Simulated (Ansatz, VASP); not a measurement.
Two plane-wave programs on Hf

INCAR

```
PREC = Accurate
ENCUT = 520
EDIFF = 1E-7
ISMEAR = 0
SIGMA = 0.15
LREAL = False
LASPH = True
NELM = 100
ALGO = Fast
ISIF = 2
LWAVE = False
LCHARG = False
NBANDS = 11
```

KPOINTS

```
Automatic mesh
0
Gamma
  20 20 20
```

The input POSCAR:

```
Hf
1.0
    0.0000000000      2.4481300288      1.7976618802
    2.4481300288      0.0000000000      1.7976618802
    2.4481300288      2.4481300288      0.0000000000
Hf
1
Direct
    0.0000000000      0.0000000000      0.0000000000
```

Input for Ansatz:

```yaml
crystal:
  lattice:
    - [0.0, 2.4481300288, 1.7976618802]
    - [2.4481300288, 0.0, 1.7976618802]
    - [2.4481300288, 2.4481300288, 0.0]
  atoms:
    - { symbol: Hf, position: [0.0, 0.0, 0.0] }
basis:
  ecutwfc: 420
kpoints:
  mp_grid: { grid: [20, 20, 20] }
hamiltonian:
  xc: lda
scf:
  occupations: { method: gaussian, width: 0.15 }
output:
  forces: true
  stress: true
  eigenvalues: true
```

Alike in both runs: task single point; functional LDA; k mesh 20 × 20 × 20; occupations gaussian, width 0.15 eV; no spin polarisation.

|  | VASP | Ansatz |
| --- | --- | --- |
| version | VASP 6.6.1 | Ansatz 0.2.0 |
| potentials or method | VASP PAW LDA potentials, release 64 (Hf_pv), cutoff 520 eV | scalar-relativistic, plane waves, PAW |
| valence electrons in the cell | 10 | 26 |

Ansatz gave:

- gap on the k mesh at the Fermi level (eV): none
- pressure (GPa): -5.5
- traceless stress, the component that is largest in VASP (GPa): 0.80

**Question.** What did VASP give for the same quantities?

**Answer.** gap on the k mesh at the Fermi level (eV): none; pressure (GPa): -5.4; traceless stress, the component that is largest in VASP (GPa): 0.80.

LDA's correlation is that of Perdew and Zunger in VASP and of Perdew and Wang (1992) in Ansatz. A gap of «none» marks a metal or a gap that the smearing closes. VASP's potentials hold 10 valence electrons a cell and Ansatz's 26, so a difference there can come from the potentials and not from the codes.

Spin-orbit coupling is off throughout.
